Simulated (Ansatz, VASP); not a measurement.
AlAs: VASP beside Ansatz

```xyz
2
Lattice="0.0000 2.8611 2.8611 2.8611 0.0000 2.8611 2.8611 2.8611 0.0000" Properties=species:S:1:pos:R:3 pbc="T T T"
Al    0.0000    0.0000    0.0000
As    1.4306    1.4306    1.4306
```

Alike in both runs: task relaxation of cell and atoms; functional PBE; k mesh 8 × 8 × 8; occupations gaussian, width 0.02 eV; no spin polarisation.

|  | VASP | Ansatz |
| --- | --- | --- |
| version | VASP 6.6.1 | Ansatz 0.2.0 |
| potentials or method | VASP PAW PBE potentials, release 64 (Al, As), cutoff 500 eV | scalar-relativistic, plane waves, PAW |
| valence electrons in the cell | 8 | 18 |

|  | VASP | Ansatz | Ansatz less VASP |
| --- | --- | --- | --- |
| gap on the k mesh at the Fermi level, each at its own relaxed structure (eV) | 1.50 | 1.50 | +0.005 |
| relaxed volume (Å³/atom) | 23.55 | 23.49 | -0.060 |
| relaxed length of the cell vector where the two differ most in proportion (Å) | 4.054 | 4.050 | -0.0034 |

VASP's potentials hold 8 valence electrons a cell and Ansatz's 18, so a difference there can come from the potentials and not from the codes.
